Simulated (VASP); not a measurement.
# Pt (Im-3m) in VASP: further runs, part 2 of 2

VASP 6.6.1. Earlier steps stand in the parts before.

### 3 Single point, r2SCAN

Contents of POSCAR:

```
Pt
1.0
   -1.5842200000      1.5842200000      1.5842200000
    1.5842200000     -1.5842200000      1.5842200000
    1.5842200000      1.5842200000     -1.5842200000
Pt
1
Direct
    0.0000000000      0.0000000000      0.0000000000
```

Contents of INCAR.step1:

```
SYSTEM = Pt
PREC = Accurate ; ENCUT = 550
ISMEAR = 0 ; SIGMA = 0.2
LREAL = .False. ; LASPH = .True.
NELM = 120 ; NBANDS = 11
GGA = PE ; ALGO = Normal
EDIFF = 1E-5 ; LWAVE = .True.
LCHARG = .False. ; GGA_COMPAT = .False.
```

Contents of INCAR.step2:

```
SYSTEM = Pt
PREC = Accurate ; ENCUT = 550
EDIFF = 1E-6 ; ISMEAR = 0
SIGMA = 0.2 ; LREAL = .False.
LASPH = .True. ; NELM = 120
ALGO = Normal ; ISIF = 2
LWAVE = .False. ; LCHARG = .False.
METAGGA = R2SCAN ; LMIXTAU = .True.
NBANDS = 11 ; ISTART = 1
GGA_COMPAT = .False.
```

Contents of KPOINTS:

```
regular mesh
0
Gamma
  15 15 15
  0 0 0
```

Potentials or basis: VASP PAW PBE potentials, release 64 (Pt).

The run is started by

```bash
> cat potpaw_PBE.64/Pt/POTCAR > POTCAR
> cp INCAR.step1 INCAR
> mpirun -np 1 vasp_std > vasp.out
> cp INCAR.step2 INCAR
> mpirun -np 1 vasp_std > vasp.out
```

OUTCAR:

```text
SYSTEM = Pt
   PREC = Accurate
   ENCUT = 550
   EDIFF = 1E-6
   ISMEAR = 0
   LREAL = .False.
   LASPH = .True.
   NELM = 120
   ISIF = 2
   METAGGA = R2SCAN
   ISTART = 1

 ion  position               nearest neighbor table
   1  0.000  0.000  0.000-

  LATTYP: Found a body centered cubic cell.
 ALAT       =     3.1684400000

  Lattice vectors:

 A1 = (  -1.5842200000,   1.5842200000,   1.5842200000)
 A2 = (   1.5842200000,  -1.5842200000,   1.5842200000)
 A3 = (   1.5842200000,   1.5842200000,  -1.5842200000)

Analysis of symmetry for initial positions (statically):
=====================================================================
 Subroutine PRICEL returns:
 Original cell was already a primitive cell.

 Routine SETGRP: Setting up the symmetry group for a
 body centered cubic supercell.

 Subroutine GETGRP returns: Found 48 space group operations
 (whereof 48 operations were pure point group operations)
 out of a pool of 48 trial point group operations.

The static configuration has the point symmetry O_h .

Analysis of symmetry for dynamics (positions and initial velocities):
[... 166 lines left out ...]
  band No.  band energies     occupation
      1       0.1794      2.00000
      2       6.2705      2.00000
      3       6.2705      2.00000
      4       6.2705      2.00000
      5       8.7455      2.00000
      6       8.7455      2.00000
      7      27.9355      0.00000
      8      27.9355      0.00000
      9      27.9355      0.00000
     10      38.2635      0.00000
     11      38.2635      0.00000
[... 309 lines left out ...]
 k-point    24 :       0.4000    0.2000    0.0000
  band No.  band energies     occupation
      1       4.0090      2.00000
      2       5.1465      2.00000
      3       7.0663      2.00000
      4       8.5722      2.00000
      5       9.4605      1.99495
      6      14.6703      0.00000
      7      15.9215      0.00000
      8      21.7356      0.00000
      9      26.1875      0.00000
     10      33.7983      0.00000
     11      34.3035      0.00000

 [... further k-points ...]

------------------------ aborting loop because EDIFF is reached ----------------------------------------

  FORCE on cell =-STRESS in cart. coord.  units (eV):
  Direction    XX          YY          ZZ          XY          YZ          ZX
  --------------------------------------------------------------------------------------
  -------------------------------------------------------------------------------------
  Total       -0.6057683     -0.6057683     -0.6057683     -0.0000000      0.0000000      0.0000000
  in kB      -61.0254034    -61.0254034    -61.0254034     -0.0000000      0.0000000      0.0000000
  external PRESSURE =     -61.0254034 kB  Pullay stress =       0.0000000 kB

 VOLUME and BASIS-vectors are now :
 -----------------------------------------------------------------------------
  energy-cutoff  :      550.00
  volume of cell :       15.90
      direct lattice vectors                 reciprocal lattice vectors
    -1.584220000  1.584220000  1.584220000     0.000000000  0.315612731  0.315612731
     1.584220000 -1.584220000  1.584220000     0.315612731  0.000000000  0.315612731
     1.584220000  1.584220000 -1.584220000     0.315612731  0.315612731  0.000000000

 POSITION                                       TOTAL-FORCE (eV/Angst)
 -----------------------------------------------------------------------------------
      0.00000      0.00000      0.00000         0.000000      0.000000      0.000000
 -----------------------------------------------------------------------------------
    total drift:                               -0.000000      0.000000     -0.000000

  FREE ENERGIE OF THE ION-ELECTRON SYSTEM (eV)
  ---------------------------------------------------
  free  energy   TOTEN  =       -51.4167736665 eV

  energy  without entropy=      -51.4035161926  energy(sigma->0) =      -51.41014493
```

OSZICAR.step1:

```text
N       E                     dE             d eps       ncg     rms          rms(c)
DAV:   1     0.408519561044E+02    0.40852E+02   -0.54433E+03  2672   0.880E+02
DAV:   2    -0.574870009465E+01   -0.46601E+02   -0.44702E+02  2976   0.177E+02
DAV:   3    -0.637949446266E+01   -0.63079E+00   -0.62661E+00  3079   0.198E+01
DAV:   4    -0.638200210946E+01   -0.25076E-02   -0.25075E-02  3026   0.147E+00
DAV:   5    -0.638202327620E+01   -0.21167E-04   -0.21166E-04  3096   0.125E-01    0.107E+01
DAV:   6    -0.605218570116E+01    0.32984E+00   -0.78659E-01  2811   0.689E+00    0.566E+00
DAV:   7    -0.602126720840E+01    0.30918E-01   -0.11478E-01  3033   0.259E+00    0.237E+00
DAV:   8    -0.601859384305E+01    0.26734E-02   -0.57969E-03  2841   0.651E-01    0.545E-01
DAV:   9    -0.601834090011E+01    0.25294E-03   -0.33561E-04  2985   0.154E-01    0.391E-02
DAV:  10    -0.601834338853E+01   -0.24884E-05   -0.45630E-06  1881   0.176E-02
   1 F= -.60183434E+01 E0= -.60107469E+01  d E =-.151931E-01
```

It took 39 s on 1 thread of Intel Xeon Platinum 8375C at 2.90GHz (Ice Lake), shared host; peak memory 0.16 GiB.

Results:

```
Free energy            : -51.4168 eV
Pressure               : -6.1 GPa
Band gap on the k mesh : zero (bands 5 and 6 overlap by 2.23 eV)
```

Levels at points of the mesh, in eV from the Fermi level:
| k point | band 1 | band 2 | band 3 | band 4 | band 5 | band 6 | band 7 | band 8 | band 9 | band 10 |
| --- | --- | --- | --- | --- | --- | --- | --- | --- | --- | --- |
| (0.00, 0.00, 0.00) | -9.68 | -3.59 | -3.59 | -3.59 | -1.11 | -1.11 | 18.08 | 18.08 | 18.08 | 28.41 |

Caveat: the cell stands under tension; the PAW data sets were made with another functional, which shifts forces and pressure a little; spin-orbit coupling is left out, which moves the levels of the heavy elements.

### 4 Single point, r2SCAN

POSCAR is that of step 3.

Contents of INCAR.step1:

```
  PREC = Accurate
  ENCUT = 550
  ISMEAR = 0
  SIGMA = 0.1
  LREAL = F
  LASPH = T
  NELM = 120
  NBANDS = 11
  GGA = PE
  ALGO = Normal
  EDIFF = 1E-5
  LWAVE = T
  LCHARG = F
  GGA_COMPAT = F
```

Contents of INCAR.step2:

```
  PREC = Accurate
  ENCUT = 550
  EDIFF = 1E-6
  ISMEAR = 0
  SIGMA = 0.1
  LREAL = F
  LASPH = T
  NELM = 120
  ALGO = Normal
  ISIF = 2
  LWAVE = F
  LCHARG = F
  METAGGA = R2SCAN
  LMIXTAU = T
  NBANDS = 11
  ISTART = 1
  GGA_COMPAT = F
```

Contents of KPOINTS:

```
regular mesh
0
Gamma
  15 15 15
```

The run is started by

```bash
> cat potpaw_PBE.64/Pt/POTCAR > POTCAR
> cp INCAR.step1 INCAR
> mpirun -np 1 vasp_std > vasp.out
> cp INCAR.step2 INCAR
> mpirun -np 1 vasp_std > vasp.out
```

Wall time 39 s (1 thread of Intel Xeon Platinum 8375C at 2.90GHz (Ice Lake), shared host); peak memory 0.16 GiB.

It converged, with:

| Property | Result |
| --- | --- |
| Free energy | -51.4121 eV |
| Pressure | -6.2 GPa |
| Band gap on the k mesh | zero (bands 5 and 6 overlap by 2.23 eV) |

Levels at points of the mesh, in eV from the Fermi level:
```
           k point  band 2  band 3  band 4  band 5  band 6  band 7  band 8  band 9
(0.00, 0.00, 0.00)   -3.60   -3.60   -3.60   -1.13   -1.13   18.07   18.07   18.07
```

Caveat: the cell stands under tension; the PAW data sets were made with another functional, which shifts forces and pressure a little; spin-orbit coupling is left out, which moves the levels of the heavy elements.

### 5 Single point, r2SCAN

POSCAR is that of step 4.

Contents of INCAR.step1:

```
PREC = Accurate
ENCUT = 550
ISMEAR = 0
SIGMA = 0.05
LREAL = False
LASPH = True
NELM = 120
NBANDS = 11
GGA = PE
ALGO = Normal
EDIFF = 1E-5
LWAVE = True
LCHARG = False
GGA_COMPAT = False
```

Contents of INCAR.step2:

```
PREC = Accurate
ENCUT = 550
EDIFF = 1E-6
ISMEAR = 0
SIGMA = 0.05
LREAL = False
LASPH = True
NELM = 120
ALGO = Normal
ISIF = 2
LWAVE = False
LCHARG = False
METAGGA = R2SCAN
LMIXTAU = True
NBANDS = 11
ISTART = 1
GGA_COMPAT = False
```

Contents of KPOINTS:

```
Automatic mesh
0
Gamma
  15 15 15
```

The run is started by

```bash
> cat potpaw_PBE.64/Pt/POTCAR > POTCAR
> cp INCAR.step1 INCAR
> mpirun -np 1 vasp_std > vasp.out
> cp INCAR.step2 INCAR
> mpirun -np 1 vasp_std > vasp.out
```

It took 39 s on 1 thread of Intel Xeon Platinum 8375C at 2.90GHz (Ice Lake), shared host; peak memory 0.16 GiB.

It converged, with:

* Free energy: -51.4110 eV
* Pressure: -6.2 GPa
* Band gap on the k mesh: zero (bands 5 and 6 overlap by 2.23 eV)

Levels at points of the mesh, in eV from the Fermi level:
| k point | band 1 | band 2 | band 3 | band 4 | band 5 | band 6 | band 7 | band 8 | band 9 | band 10 |
| --- | --- | --- | --- | --- | --- | --- | --- | --- | --- | --- |
| (0.00, 0.00, 0.00) | -9.70 | -3.61 | -3.61 | -3.61 | -1.14 | -1.14 | 18.05 | 18.05 | 18.05 | 28.38 |

Caveat: the cell stands under tension; the PAW data sets were made with another functional, which shifts forces and pressure a little; spin-orbit coupling is left out, which moves the levels of the heavy elements.

### 6 Summary

| smearing | gap on the mesh (eV) | pressure (GPa) |
| --- | --- | --- |
| gaussian 0.3 eV | none | -5.9 |
| gaussian 0.2 eV | none | -6.1 |
| gaussian 0.1 eV | none | -6.2 |
| gaussian 0.05 eV | none | -6.2 |

Alike in all rows: task single point; level r2SCAN; potentials or basis VASP PAW PBE potentials, release 64 (Pt); no spin polarisation; cell as given; k mesh 15 × 15 × 15; cutoff (eV) 550.

Caveats: the cell stands under tension; the PAW data sets were made with another functional, which shifts forces and pressure a little; spin-orbit coupling is left out, which moves the levels of the heavy elements; so wide a smearing shifts energies and pressures (at least some runs).

Absolute energies hang on the potentials; compare differences alone.
